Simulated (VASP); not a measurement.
PbF2, 3 atoms in the cell. It takes space group I4/mmm (No. 139, tetragonal). The conventional cell has a = 4.187 Å, b = 4.187 Å, c = 5.749 Å, α = 90.00°, β = 90.00°, γ = 90.00°. Pb (site symmetry 4/mmm) has 8 F at 2.54 Å within 3.4 Å. Within 3.4 Å of F (site symmetry -4m2) lie 4 Pb at 2.54 Å and 6 F at 2.87 to 2.96 Å.  This cell differs from its parent crystal: uniaxial z strain -2.9%.

```yaml
Program: VASP 6.6.1
Task: single point
Functional: HSE06
Potentials_or_basis: VASP PAW PBE potentials, release 64 (Pb_d, F)
Cutoff: 520 eV
k_mesh: 6 × 6 × 6
Occupations: gaussian, width 0.01 eV
Spin: no spin polarisation
Dipole_correction: no
Grid_for_exact_exchange_PRECFOCK: Normal
Further_INCAR_settings: ALGO = Normal; EDIFF = 1e-06; NBANDS = 21
Share_of_exact_exchange: 0.25
Screening_parameter: 0.2079 1/Å
```

Potentials or basis: VASP PAW PBE potentials, release 64 (Pb_d, F).

Run with:

```sh
$ cat potpaw_PBE.64/Pb_d/POTCAR potpaw_PBE.64/F/POTCAR > POTCAR
$ cp INCAR.step1 INCAR
$ mpirun -np 4 vasp_std > vasp.out
$ cp INCAR.step2 INCAR
$ mpirun -np 4 vasp_std > vasp.out
```

Hardware: 4 MPI ranks on Intel(R) Xeon(R) 6975P-C (Granite Rapids), on a shared host.

Task: How long does it take, and how much memory?

Result: It took 21 min on 4 MPI ranks on Intel(R) Xeon(R) 6975P-C (Granite Rapids), on a shared host, peak memory 0.31 GiB a rank. Counts: k points 30.
